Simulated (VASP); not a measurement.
A run of VASP 6.6.1:

The input INCAR:

```
  PREC = Accurate
  ENCUT = 500
  EDIFF = 1E-6
  ISMEAR = 0
  SIGMA = 0.1
  LREAL = False
  LASPH = True
  NELM = 120
  ALGO = Normal
  ISIF = 2
  LWAVE = False
  LCHARG = False
  GGA = PE
  NBANDS = 12
  GGA_COMPAT = False
```

Contents of KPOINTS:

```
Automatic mesh
0
Gamma
  10 10 10
```

File POSCAR:

```
V
1.0
   -1.5017360662      1.5017360662      1.5017360662
    1.5017360662     -1.5017360662      1.5017360662
    1.5017360662      1.5017360662     -1.5017360662
V
1
Direct
    0.0000000000      0.0000000000      0.0000000000
```

Potentials or basis: VASP PAW PBE potentials, release 64 (V_sv).

Command:

```bash
$ cat potpaw_PBE.64/V_sv/POTCAR > POTCAR
$ mpirun -np 1 vasp_std > vasp.out
```

Hardware: 1 thread of Intel(R) Xeon(R) Platinum 8488C (Sapphire Rapids), with other jobs on the host.

Task: Estimate the wall time of this run.

Result: Wall time 5.8 s on 1 thread of Intel(R) Xeon(R) Platinum 8488C (Sapphire Rapids), with other jobs on the host, peak memory 0.12 GiB. Counts: scf iterations 11, k points 47.
